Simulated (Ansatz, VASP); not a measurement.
**Al2Cu in VASP and in Ansatz**

```
CELL_PARAMETERS angstrom
-3.14635 3.14635 2.31725
3.14635 -3.14635 2.31725
3.14635 3.14635 -2.31725
ATOMIC_POSITIONS crystal
Al 0.15932 0.65932 0.81864
Al 0.65932 0.84068 0.50000
Al 0.84068 0.34068 0.18136
Al 0.34068 0.15932 0.50000
Cu 0.75000 0.75000 0.00000
Cu 0.25000 0.25000 0.00000
```

Alike in both runs: task single point; functional PBEsol; k mesh 10 × 10 × 10; occupations gaussian, width 0.15 eV; no spin polarisation.

|  | VASP | Ansatz |
| --- | --- | --- |
| version | VASP 6.6.1 | Ansatz 0.2.0 |
| potentials or method | VASP PAW PBE potentials, release 64 (Al, Cu), cutoff 520 eV | scalar-relativistic, plane waves, PAW |
| valence electrons in the cell | 34 | 50 |

Ansatz gave:

| Item | Value |
| --- | --- |
| gap on the k mesh at the Fermi level (eV) | none |
| pressure (GPa) | -4.8 |
| traceless stress, the component that is largest in VASP (GPa) | 8.38 |
| rms of the force components (eV/Å) | 0.070 |

Task: Estimate VASP's values.

Result: gap on the k mesh at the Fermi level (eV): none; pressure (GPa): -4.6; traceless stress, the component that is largest in VASP (GPa): 8.38; rms of the force components (eV/Å): 0.073.

VASP's potentials were made for PBE, not for PBEsol, and Ansatz warns of the same on its side. Atom by atom the forces differ by 0.003 eV/Å (rms over components). A gap of «none» marks a metal or a gap that the smearing closes. VASP's potentials hold 34 valence electrons a cell and Ansatz's 50, so a difference there can come from the potentials and not from the codes.
